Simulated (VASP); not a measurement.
Wanted: the native input for a VASP 6.6.1 run.

| Item | Value |
| --- | --- |
| Task | single point |
| Functional | PBEsol |
| Potentials or basis | VASP PAW PBE potentials, release 64 (K_sv, Ta_pv, O) |
| Cutoff | 520 eV |
| k mesh | 8 × 8 × 8 |
| Occupations | gaussian, width 0.05 eV |
| Spin | no spin polarisation |
| Dipole correction | no |
| Further INCAR settings | ALGO = Normal; EDIFF = 1e-07; NBANDS = 27 |

The structure of KTaO3 lies in POSCAR:

```
KTaO3
1.0
    4.1999302450      0.0000000000      0.0000000000
    0.0000000000      4.1999302450      0.0000000000
    0.0000000000      0.0000000000      3.8756956301
K Ta O
1 1 3
Direct
    0.5000000000      0.5000000000      0.5000000000
    0.0000000000      0.0000000000      0.0000000000
    0.5000000000      0.0000000000      0.0000000000
    0.0000000000      0.5000000000      0.0000000000
    0.0000000000      0.0000000000      0.5000000000
```

These files were run (other wordings do the same):

INCAR

```
  PREC = Accurate
  ENCUT = 520
  EDIFF = 1E-7
  ISMEAR = 0
  SIGMA = 0.05
  LREAL = False
  LASPH = True
  NELM = 60
  ALGO = Normal
  ISIF = 2
  LWAVE = False
  LCHARG = False
  GGA = PS
  NBANDS = 27
```

KPOINTS

```
Automatic mesh
0
Gamma
  8 8 8
```

Potentials or basis: VASP PAW PBE potentials, release 64 (K_sv, Ta_pv, O).

Command:

```console
$ cat potpaw_PBE.64/K_sv/POTCAR potpaw_PBE.64/Ta_pv/POTCAR potpaw_PBE.64/O/POTCAR > POTCAR
$ mpirun -np 1 vasp_std > vasp.out
```

Results of the run:

The pressure is -10.5 GPa and the band gap on the k mesh is 1.78 eV (least direct gap 2.39 eV).

Caveat: the cell stands under tension; the PAW data sets were made with another functional, which shifts forces and pressure a little; spin-orbit coupling is left out, which moves the levels of the heavy elements.

It took 3 min on 1 thread of Intel Xeon 8259CL, with other jobs on the host, peak memory 0.27 GiB.
